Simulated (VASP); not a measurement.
A run of VASP 6.6.1:

File INCAR:

```
PREC = Accurate ; ENCUT = 520
EDIFF = 1E-6 ; ISMEAR = 1
SIGMA = 0.15 ; LREAL = False
LASPH = True ; NELM = 100
ALGO = Normal ; ISIF = 2
LWAVE = False ; LCHARG = True
GGA = PE ; IVDW = 12
LELF = True ; LVHAR = True
NBANDS = 8
```

Contents of KPOINTS:

```
Automatic mesh
0
Gamma
  12 12 12
```

POSCAR

```
Al
1.0
    0.0000000000      1.9693075812      1.9693075812
    1.9693075812      0.0000000000      1.9693075812
    1.9693075812      1.9693075812      0.0000000000
Al
1
Direct
    0.0000000000      0.0000000000      0.0000000000
```

Potentials or basis: VASP PAW PBE potentials, release 64 (Al).

Command:

```console
$ cat potpaw_PBE.64/Al/POTCAR > POTCAR
$ mpirun -np 1 vasp_std > vasp.out
```

Hardware: 1 thread of Intel(R) Xeon(R) Platinum 8488C (Sapphire Rapids) (shared host).

Question: How long does it take, and how much memory?

Answer: Run time: 6.6 s on 1 thread of Intel(R) Xeon(R) Platinum 8488C (Sapphire Rapids), on a shared host, peak memory 0.14 GiB. Counts: scf iterations 10, k points 72.
